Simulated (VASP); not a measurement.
The system is InAs.

```
In As
1.0
     0.00000    3.02400    3.02400
     3.02400    0.00000    3.02400
     3.02400    3.02400    0.00000
In As
1 1
Cartesian
  0.0000 0.0000 0.0000
  4.5360 4.5360 4.5360
```

Base run:

- Program: VASP 6.6.1
- Functional: PBE
- Potentials or basis: VASP PAW PBE potentials, release 64 (In_d, As)
- Cutoff: 520 eV
- k mesh: 6 × 6 × 6
- Occupations: gaussian, width 0.05 eV
- Spin: no spin polarisation

Its results: band gap on the k mesh zero (filled and empty bands touch); pressure 4.0 GPa.

Question: The run is repeated on the same cell with these changes: functional from PBE to RPBE. What comes out?

Answer: Band gap on the k mesh zero (filled and empty bands touch); pressure 5.8 GPa.

RPBE binds less tightly than PBE, so the same cell stands under more pressure.

Caveats: spin-orbit coupling is left out, which moves the levels of the heavy elements; the PAW data sets were made with another functional, which shifts forces and pressure a little (some runs).
